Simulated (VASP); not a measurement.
A run of VASP 6.6.1 is set up as follows.

Contents of INCAR:

```
PREC     = Accurate       # precision mode
ENCUT    = 520            # plane-wave cutoff, eV
EDIFF    = 1E-6           # SCF threshold, eV
ISMEAR   = 0              # smearing method
SIGMA    = 0.1            # smearing width, eV
LREAL    = Auto         
LASPH    = True           # aspherical terms in the spheres
NELM     = 100            # most SCF steps
ALGO     = Normal         # electronic algorithm
ISIF     = 2              # what is computed and relaxed
LWAVE    = False          # write WAVECAR
LCHARG   = False          # write CHGCAR
GGA      = PE             # functional
NBANDS   = 48             # bands
```

File KPOINTS:

```
regular mesh
0
Gamma
  4 4 4
```

File POSCAR:

```
Mg2GaC6N6
1.0
    0.0000000000      5.1410000000      5.1410000000
    5.1410000000      0.0000000000      5.1410000000
    5.1410000000      5.1410000000      0.0000000000
Mg Ga C N
2 1 6 6
Direct
    0.5000000000      0.5000000000      0.5000000000
    0.7500000000      0.7500000000      0.7500000000
    0.0000000000      0.0000000000      0.0000000000
    0.8156000800      0.1843999200      0.1843999200
    0.1843999200      0.1843999200      0.8156000800
    0.8156000800      0.1843999200      0.8156000800
    0.1843999200      0.8156000800      0.8156000800
    0.8156000800      0.8156000800      0.1843999200
    0.1843999200      0.8156000800      0.1843999200
    0.7018089900      0.2981910100      0.2981910100
    0.2981910100      0.2981910100      0.7018089900
    0.7018089900      0.2981910100      0.7018089900
    0.2981910100      0.7018089900      0.7018089900
    0.7018089900      0.7018089900      0.2981910100
    0.2981910100      0.7018089900      0.2981910100
```

Potentials or basis: VASP PAW PBE potentials, release 64 (Mg, Ga_d, C, N).

Command:

```sh
$ cat potpaw_PBE.64/Mg/POTCAR potpaw_PBE.64/Ga_d/POTCAR potpaw_PBE.64/C/POTCAR potpaw_PBE.64/N/POTCAR > POTCAR
$ mpirun -np 1 vasp_std > vasp.out
```

(1) What does it give for the largest force?

(2) What does it give for the pressure?

Answers

(1) 3.886 eV/Å.

(2) 10.8 GPa.

Caveat: forces of over 1 eV/Å act on the atoms, so gaps and moduli don't describe the material at rest.
